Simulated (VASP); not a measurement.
A run of VASP 6.6.1:

INCAR

```
SYSTEM = CsSbSI2
ALGO = Normal
EDIFF = 1E-7
EDIFFG = -0.05
ENCUT = 600
GGA = PE
IBRION = 2
ISIF = 3
ISMEAR = -1
LASPH = .True.
LCHARG = .False.
LREAL = .False.
LWAVE = .False.
NELM = 100
NSW = 80
PREC = Accurate
PSTRESS = -20.0
SIGMA = 0.1
```

Contents of KPOINTS:

```
k-points
0
Gamma
  4 4 4
  0 0 0
```

POSCAR

```
CsSbSI2
1.0
    6.3217010000      0.0000000000      0.0000000000
    0.0000000000      6.3217010000      0.0000000000
    0.0000000000      0.0000000000      5.0850440000
Cs Sb S I
1 1 1 2
Direct
    0.0000000000      0.0000000000      0.0000000000
    0.5000000000      0.5000000000      0.5000000000
    0.5000000000      0.5000000000      0.0000000000
    0.0000000000      0.5000000000      0.5000000000
    0.5000000000      0.0000000000      0.5000000000
```

Potentials or basis: VASP PAW PBE potentials, release 64 (Cs_sv, Sb, S, I).

Run with:

```sh
$ cat potpaw_PBE.64/Cs_sv/POTCAR potpaw_PBE.64/Sb/POTCAR potpaw_PBE.64/S/POTCAR potpaw_PBE.64/I/POTCAR > POTCAR
$ mpirun -np 1 vasp_std > vasp.out
```

Hardware: 1 thread of Oxide Virtual Turin-like Processor (shared host).

Question: How long does it take, and how much memory?

Answer: Run time: 6 min on 1 thread of Oxide Virtual Turin-like Processor, on a shared host, peak memory 0.39 GiB. Counts: scf iterations 67, k points 18, ion steps 6.
